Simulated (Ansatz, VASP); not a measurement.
# Re in VASP and in Ansatz

```
Re
1.0
     2.51411    0.00000    0.00000
     0.00000    2.51411    0.00000
     0.00000    0.00000    2.51411
Re
1
Direct
  0.00000 0.00000 0.00000
```

Alike in both runs: task relaxation of cell and atoms; functional LDA; k mesh 12 × 12 × 12; occupations fermi-dirac, width 0.1 eV; no spin polarisation.

|  | VASP | Ansatz |
| --- | --- | --- |
| version | VASP 6.6.1 | Ansatz 0.2.0 |
| potentials or method | VASP PAW LDA potentials, release 64 (Re), cutoff 600 eV | plane waves (420 eV) with PAW, scalar-relativistic |
| valence electrons in the cell | 7 | 15 |

```csv
,VASP,Ansatz,Ansatz less VASP
relaxed volume (Å³/atom),16.38,16.38,-0.004
relaxed cell length with the largest relative difference (Å),2.540,2.539,-0.0002
```

Ansatz warns that its potentials were made for another functional, while VASP's fit it. LDA's correlation is that of Perdew and Zunger in VASP and of Perdew and Wang (1992) in Ansatz. VASP's potentials hold 7 valence electrons a cell and Ansatz's 15, so a difference there can come from the potentials and not from the codes.

Spin-orbit coupling is off throughout.
